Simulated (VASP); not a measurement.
The system is CdSe.

```
Cd Se
1.0
     0.00000    3.21964    2.82936
     3.21964    0.00000    2.82936
     3.21964    3.21964    0.00000
Cd Se
1 1
Direct
  0.00000 0.00000 0.00000
  0.25000 0.25000 0.25000
```

This cell differs from its parent crystal: epitaxial xy strain +5.0%.

Base run:

```yaml
Program: VASP 6.6.1
Functional: PBE
Potentials_or_basis: VASP PAW PBE potentials, release 64 (Cd, Se)
Cutoff: 500 eV
k_mesh: 8 × 8 × 8
Occupations: fermi-dirac, width 0.02 eV
Spin: no spin polarisation
```

Its results: band gap on the k mesh 0.29 eV; pressure 0.5 GPa.

Q: The run is repeated on the same cell with these changes: functional from PBE to r2SCAN; cutoff from 500 eV to 550 eV; occupations from fermi-dirac, width 0.02 eV to gaussian, width 0.01 eV. What comes out?

A: Band gap on the k mesh 0.76 eV; pressure -1.0 GPa.

Caveats: the PAW data sets were made with another functional, which shifts forces and pressure a little (at least some runs).

